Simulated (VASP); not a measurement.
Write the native input for VASP 6.6.1 that does the following.

- Task: single point
- Functional: r2SCAN
- Dispersion: D3(BJ)
- Potentials or basis: VASP PAW PBE potentials, release 64 (Cd, Se)
- Cutoff: 550 eV
- k mesh: 6 × 6 × 6
- Occupations: gaussian, width 0.01 eV
- Spin: no spin polarisation
- Dipole correction: no
- Further INCAR settings: ALGO = Normal; EDIFF = 1e-06; NBANDS = 16

The system is CdSe.

```
Cd Se
1.0
     4.34202    0.00000    0.00000
     2.17101    3.76030    0.00000
     2.17101    1.25343    3.54524
Cd Se
1 1
Direct
  0.00000 0.00000 0.00000
  0.75000 0.75000 0.75000
```

These files were run (other wordings do the same):

POSCAR

```
CdSe
1.0
    4.3420190000      0.0000000000      0.0000000000
    2.1710095000      3.7602987577      0.0000000000
    2.1710095000      1.2534329192      3.5452436678
Cd Se
1 1
Direct
    0.0000000000      0.0000000000      0.0000000000
    0.7500000000      0.7500000000      0.7500000000
```

INCAR.step1

```
PREC = Accurate
ENCUT = 550
ISMEAR = 0
SIGMA = 0.01
LREAL = False
LASPH = True
NELM = 120
NBANDS = 16
GGA = PE
ALGO = Normal
EDIFF = 1E-5
LWAVE = True
LCHARG = False
GGA_COMPAT = False
```

INCAR.step2

```
PREC = Accurate
ENCUT = 550
EDIFF = 1E-6
ISMEAR = 0
SIGMA = 0.01
LREAL = False
LASPH = True
NELM = 120
ALGO = Normal
ISIF = 2
LWAVE = False
LCHARG = True
METAGGA = R2SCAN
LMIXTAU = True
IVDW = 12
VDW_S6 = 1.0
VDW_S8 = 0.78981345
VDW_A1 = 0.49484001
VDW_A2 = 5.73083694
LELF = True
LVHAR = True
NBANDS = 16
ISTART = 1
GGA_COMPAT = False
```

KPOINTS

```
Automatic mesh
0
Gamma
  6 6 6
```

Potentials or basis: VASP PAW PBE potentials, release 64 (Cd, Se).

Command:

```bash
$ cat potpaw_PBE.64/Cd/POTCAR potpaw_PBE.64/Se/POTCAR > POTCAR
$ cp INCAR.step1 INCAR
$ mpirun -np 1 vasp_std > vasp.out
$ cp INCAR.step2 INCAR
$ mpirun -np 1 vasp_std > vasp.out
```

Results of the run:

* Pressure: -0.8 GPa
* Band gap on the k mesh: 1.02 eV, direct
* Dispersion energy per atom: -0.150 eV

Caveat: the PAW data sets were made with another functional, which shifts forces and pressure a little.

It took 4.6 min on 1 thread of Intel Xeon 8259CL, on a shared host, peak memory 0.22 GiB.
